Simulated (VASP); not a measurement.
Input of a VASP 6.6.1 run:

INCAR

```
PREC = Accurate
ENCUT = 520
EDIFF = 1E-6
ISMEAR = 0
SIGMA = 0.05
LREAL = F
LASPH = T
NELM = 60
ALGO = Normal
ISIF = 2
LWAVE = F
LCHARG = T
LELF = T
LVHAR = T
NBANDS = 12
```

File KPOINTS:

```
regular mesh
0
Gamma
  8 8 8
```

The input POSCAR:

```
CsH
1.0
    0.0000000000      3.3155200000      3.0604800000
    3.3155200000      0.0000000000      3.0604800000
    3.3155200000      3.3155200000      0.0000000000
Cs H
1 1
Direct
    0.0000000000      0.0000000000      0.0000000000
    0.5000000000      0.5000000000      0.5000000000
```

Potentials or basis: VASP PAW LDA potentials, release 64 (Cs_sv, H).

Launch:

```console
$ cat potpaw_LDA.64/Cs_sv/POTCAR potpaw_LDA.64/H/POTCAR > POTCAR
$ mpirun -np 1 vasp_std > vasp.out
```

Q: What does it give for the pressure?

A: -1.3 GPa.

Q: Estimate the band gap on the k mesh.

A: 1.95 eV.

Stress tensor (GPa, compression positive):
```
-1.82  0.00  0.00
 0.00 -1.82  0.00
 0.00  0.00 -0.38
```

Caveat: the cell differs from its parent crystal (strain +0.040 along x and y, -0.040 along z); spin-orbit coupling is left out, which moves the levels of the heavy elements. A k mesh can miss the band edges.
